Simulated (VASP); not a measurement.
## Ca: single point with PBEsol

Ca:

```xyz
1
Lattice="-2.2506 2.2416 2.2442 2.2513 -2.2420 2.2453 2.2947 2.2861 -2.2446" Properties=species:S:1:pos:R:3 pbc="T T T"
Ca    0.0003   -0.0002    2.2447
```

This cell differs from its parent crystal: the cell strained at random.

```json
{
 "Program": "VASP 6.6.1",
 "Task": "single point",
 "Functional": "PBEsol",
 "Potentials or basis": "VASP PAW PBE potentials, release 64 (Ca_sv)",
 "Cutoff": "520 eV",
 "k mesh": "12 × 12 × 12",
 "Occupations": "gaussian, width 0.1 eV",
 "Spin": "no spin polarisation"
}
```

```json
{"Pressure": "-1.9 GPa", "Band gap on the k mesh": "zero (bands 5 and 6 overlap by 0.46 eV)"}
```

Stress tensor (GPa, compression positive):
```
-1.86 -0.20  0.00
-0.20 -1.86  0.00
 0.00  0.00 -1.86
```

Levels at points of the mesh, in eV from the Fermi level:
| k point | band 3 | band 4 | band 5 | band 6 | band 7 | band 8 |
| --- | --- | --- | --- | --- | --- | --- |
| (0.00, 0.00, 0.00) | -23.12 | -23.12 | -3.92 | 2.10 | 2.11 | 2.21 |
| (0.50, 0.00, 0.00) | -23.15 | -23.12 | -0.87 | -0.08 | 1.25 | 3.02 |
| (0.00, 0.50, 0.00) | -23.15 | -23.12 | -0.88 | -0.10 | 1.27 | 3.00 |
| (0.50, 0.50, 0.00) | -23.16 | -23.12 | -0.85 | -0.06 | 1.33 | 2.92 |
| (0.00, 0.00, 0.50) | -23.15 | -23.12 | -0.95 | -0.18 | 1.30 | 3.00 |
| (0.50, 0.00, 0.50) | -23.15 | -23.12 | -0.88 | -0.09 | 1.27 | 3.00 |
| (0.00, 0.50, 0.50) | -23.15 | -23.12 | -0.87 | -0.08 | 1.25 | 3.02 |
| (0.50, 0.50, 0.50) | -23.19 | -23.19 | 0.12 | 0.14 | 3.46 | 3.54 |

It took 10 min on 1 thread of Oxide Virtual Turin-like Processor (shared host), peak memory 0.49 GiB.

Caveat: the cell differs from its parent crystal (the cell strained at random); the PAW data sets were made with another functional, which shifts forces and pressure a little.
